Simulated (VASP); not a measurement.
# SiC (Cm) in VASP: a series of runs, part 2 of 2

VASP 6.6.1.

## (4) Single point, PBE

This run uses another cell than the first one, of the same volume but with other edges.

Contents of INCAR:

```
PREC = Accurate
ENCUT = 520
EDIFF = 1E-6
ISMEAR = 0
SIGMA = 0.05
LREAL = F
LASPH = T
NELM = 100
ALGO = Normal
ISIF = 2
LWAVE = F
LCHARG = F
GGA = PE
NBANDS = 26
```

Contents of KPOINTS:

```
regular mesh
0
Gamma
  10 10 3
```

Contents of POSCAR:

```
SiC
1.0
   -3.0941201809      0.0000000000      0.0000000000
   -1.5470600905     -2.6795866790      0.0000000000
   -3.8674955201     -2.2328995796     10.1293391998
Si C
4 4
Direct
    0.1716496451      0.1716496451      0.5940441877
    0.2549663117      0.2549663117      0.0940441877
    0.7132618395      0.7132618395      0.3440995566
    0.2966118395      0.2966118395      0.8440995566
    0.3283406619      0.3283406619      0.4060074460
   -0.4216426714     -0.4216426714      0.9060074460
   -0.1305346198     -0.1305346198      0.1566478097
   -0.5471846198     -0.5471846198      0.6566478097
```

Potentials or basis: VASP PAW PBE potentials, release 64 (Si, C).

The run is started by

```console
> cat potpaw_PBE.64/Si/POTCAR potpaw_PBE.64/C/POTCAR > POTCAR
> mpirun -np 1 vasp_std > vasp.out
```

OUTCAR:

```text
PREC = Accurate
   ENCUT = 520
   EDIFF = 1E-6
   ISMEAR = 0
   LREAL = F
   LASPH = T
   NELM = 100
   ISIF = 2
   GGA = PE

 ion  position               nearest neighbor table
   1  0.172  0.172  0.594-   8 1.90   8 1.90   8 1.90   5 1.90   3 3.10   3 3.10   3 3.10   4 3.10
                             4 3.10   4 3.10
   2  0.255  0.255  0.094-   7 1.90   7 1.90   7 1.90   6 2.10   4 2.68   3 3.10   3 3.10   3 3.10

   3  0.713  0.713  0.344-   5 1.89   5 1.89   5 1.89   7 1.90   1 3.10   1 3.10   1 3.10   2 3.10
                             2 3.10   2 3.10
   4  0.297  0.297  0.844-   6 1.89   6 1.89   6 1.89   8 1.90   2 2.68   1 3.10   1 3.10   1 3.10

   5  0.328  0.328  0.406-   3 1.89   3 1.89   3 1.89   1 1.90
   6  0.578  0.578  0.906-   4 1.89   4 1.89   4 1.89   2 2.10
   7  0.869  0.869  0.157-   2 1.90   2 1.90   2 1.90   3 1.90
   8  0.453  0.453  0.657-   1 1.90   1 1.90   1 1.90   4 1.90

  LATTYP: Found a base centered monoclinic cell.
 ALAT       =     5.3591733581
 B/A-ratio  =     0.5773502692
 C/A-ratio  =     1.8974305417
 COS(beta)  =    -0.0878556534

  Lattice vectors:

 A1 = (  -3.0941201809,   0.0000000000,   0.0000000000)
 A2 = (  -1.5470600905,  -2.6795866790,   0.0000000000)
 A3 = (   0.7736847513,   0.4466870994,  10.1293391998)

Analysis of symmetry for initial positions (statically):
=====================================================================
 Subroutine PRICEL returns:
 Original cell was already a primitive cell.

 Routine SETGRP: Setting up the symmetry group for a
 base centered monoclinic supercell.

 Subroutine GETGRP returns: Found  2 space group operations
 (whereof  2 operations were pure point group operations)
 out of a pool of  4 trial point group operations.

The static configuration has the point symmetry C_1h.

[... 140 lines left out ...]
   EFERMI_NEDOS =   21; number of points for ismear=-14 and -15
   IALGO  =     38    algorithm
   IMIX   =      4    mixing-type and parameters
     AMIX     =   0.40;   BMIX     =  1.00
     AMIX_MAG =   1.60;   BMIX_MAG =  1.00
  volume/ion in A,a.u.               =      10.50        70.84
  Fermi-wavevector in a.u.,A,eV,Ry     =   1.186851  2.242823 19.165368  1.408615
  Thomas-Fermi vector in A             =   2.323015
   LORBIT       =      0    0 simple, 1 ext, 2 COOP (PROOUT), +10 PAW based schemes
   GGA     = PE    functional components
   LHFCALC =     F    Hartree Fock is set to
   AEXX    =    0.0000 exact exchange contribution
   IVDW    =     0    specifies the selected vdW correction
   LEPSILON=     F    determine dielectric tensor
   LRPA    =     F    only Hartree local field effects (RPA)
 non-spin polarized calculation
 Gauss-broadening in eV      SIGMA  =   0.05
  energy-cutoff  :      520.00
  volume of cell :       83.98
 maximum number of plane-waves:      2276
   NGX = 11   NGY = 11   NGZ = 41

 number of electron      32.0000001 magnetization

 Free energy of the ion-electron system (eV)
  ---------------------------------------------------
  ext. energy  EPLUGINS =         0.00000000
  ---------------------------------------------------
  free energy    TOTEN  =       -59.22932221 eV

  energy without entropy =      -59.22932221  energy(sigma->0) =      -59.22932221

 E-fermi :   8.6232     XC(G=0): -11.3182

 val. band max:        8.3488070061   @ k =   0.0000   0.0000   0.0000
 cond. band min:       9.0902529612   @ k =   0.5000   0.5000   0.0000
 fundamental gap:      0.7414459551
 Fermi energy:         8.6232381084

 k-point     1 :       0.0000    0.0000    0.0000
  band No.  band energies     occupation
      1      -7.3398      2.00000
      2      -6.1909      2.00000
      3      -6.1223      2.00000
      4      -3.8390      2.00000
      5      -0.4351      2.00000
      6       3.6264      2.00000
[... 685 lines left out ...]
     25      16.1639      0.00000
     26      17.1758      0.00000

 [... further k-points ...]
[... 5 lines left out ...]
  --------------------------------------------------------------------------------------
  -------------------------------------------------------------------------------------
  Total       -2.2235003     -0.1958222      0.5317371     -1.7560208     -2.2195636     -3.8443971
  in kB      -42.4191224     -3.7358243     10.1442853    -33.5007188    -42.3440181    -73.3419949
  external PRESSURE =     -12.0035538 kB  Pullay stress =       0.0000000 kB

 VOLUME and BASIS-vectors are now :
 -----------------------------------------------------------------------------
  energy-cutoff  :      520.00
  volume of cell :       83.98
      direct lattice vectors                 reciprocal lattice vectors
    -3.094120181  0.000000000  0.000000000    -0.323193652  0.186595942 -0.082265978
    -1.547060091 -2.679586679  0.000000000     0.000000000 -0.373191884 -0.082265978
    -3.867495520 -2.232899580 10.129339200     0.000000000  0.000000000  0.098723123

 POSITION                                       TOTAL-FORCE (eV/Angst)
 -----------------------------------------------------------------------------------
     -3.09412     -1.78639      6.01728        -0.042867     -0.024749      0.075287
     -1.54706     -0.89320      0.95261        -1.755382     -1.013470     -0.308987
     -4.64118     -2.67959      3.48550        -0.060216     -0.034766      0.130537
     -4.64118     -2.67959      8.55017         0.301164      0.173877     -0.245198
     -3.09412     -1.78639      4.11259        -0.002422     -0.001398     -0.053567
     -6.18824     -3.57278      9.17726         1.207374      0.697078      0.455081
     -4.64118     -2.67959      1.58674         0.225603      0.130252      0.090129
     -4.64118     -2.67959      6.65141         0.126745      0.073176     -0.143281
 -----------------------------------------------------------------------------------
    total drift:                                0.000320      0.000185      0.000127

  FREE ENERGIE OF THE ION-ELECTRON SYSTEM (eV)
  ---------------------------------------------------
  free  energy   TOTEN  =       -59.2293222079 eV

  energy  without entropy=      -59.2293222079  energy(sigma->0) =      -59.22932221
```

OSZICAR:

```text
N       E                     dE             d eps       ncg     rms          rms(c)
DAV:   1     0.722212438391E+02    0.72221E+02   -0.14428E+04  4472   0.111E+03
DAV:   2    -0.593044842556E+02   -0.13153E+03   -0.12279E+03  5904   0.194E+02
DAV:   3    -0.662314749075E+02   -0.69270E+01   -0.68705E+01  6056   0.412E+01
DAV:   4    -0.663210301723E+02   -0.89555E-01   -0.89408E-01  5728   0.545E+00
DAV:   5    -0.663225943441E+02   -0.15642E-02   -0.15632E-02  6016   0.682E-01    0.171E+01
DAV:   6    -0.593756424157E+02    0.69470E+01   -0.18614E+01  5634   0.190E+01    0.765E+00
DAV:   7    -0.592629048772E+02    0.11274E+00   -0.19622E+00  6104   0.636E+00    0.333E+00
DAV:   8    -0.592317222684E+02    0.31183E-01   -0.10465E-01  5480   0.157E+00    0.107E+00
DAV:   9    -0.592288041967E+02    0.29181E-02   -0.16217E-02  5760   0.715E-01    0.169E-01
DAV:  10    -0.592291908481E+02   -0.38665E-03   -0.13729E-03  5718   0.189E-01    0.909E-02
DAV:  11    -0.592293211395E+02   -0.13029E-03   -0.20037E-04  5454   0.880E-02    0.147E-02
DAV:  12    -0.592293208023E+02    0.33716E-06   -0.10505E-05  6008   0.191E-02    0.841E-03
DAV:  13    -0.592293218074E+02   -0.10051E-05   -0.21282E-06  4526   0.848E-03    0.254E-03
DAV:  14    -0.592293222079E+02   -0.40048E-06   -0.32113E-07  3004   0.304E-03
   1 F= -.59229322E+02 E0= -.59229322E+02  d E =-.776542E-17
```

Run time: 67 s. Hardware: 1 thread of Intel Xeon 6975P-C (Granite Rapids), shared host; peak memory 0.28 GiB.

What came out:

```yaml
Free_energy: -59.2293 eV
Pressure: -1.2 GPa
Largest_force: 2.050 eV/Å
Band_gap_on_the_k_mesh: 0.74 eV, indirect (least direct gap 1.85 eV)
```

Forces in eV/Å, atoms in the order of the input:
```
Si  -0.043 -0.025  0.075
Si  -1.755 -1.013 -0.309
Si  -0.060 -0.035  0.131
Si   0.301  0.174 -0.245
C   -0.002 -0.001 -0.054
C    1.207  0.697  0.455
C    0.226  0.130  0.090
C    0.127  0.073 -0.143
```

Stress tensor (GPa, compression positive):
```
-4.24 -3.35 -7.33
-3.35 -0.37 -4.23
-7.33 -4.23  1.01
```

Caveat: forces of over 1 eV/Å act on the atoms, so gaps and moduli don't describe the material at rest.

## (5) Summary

```tsv
cell	gap on the mesh (eV)	pressure (GPa)	largest force (eV/Å)
a = 3.094, b = 3.094, c = 10.169 Å, angles 85.6, 85.6, 60.0°, 8 atoms	1.28	-0.8	2.37
a = 3.094, b = 3.094, c = 10.478 Å, angles 77.2, 77.2, 60.0°, 8 atoms	0.58	-1.6	1.10
a = 3.094, b = 3.094, c = 11.070 Å, angles 69.6, 69.6, 60.0°, 8 atoms	0.74	-1.2	2.05
```

Alike in all rows: task single point; level PBE; potentials or basis VASP PAW PBE potentials, release 64 (Si, C); no spin polarisation; k mesh 10 × 10 × 3; cutoff (eV) 520; smearing gaussian 0.05 eV.

Caveats: forces of over 1 eV/Å act on the atoms, so gaps and moduli don't describe the material at rest.

Absolute energies hang on the potentials; compare differences alone.
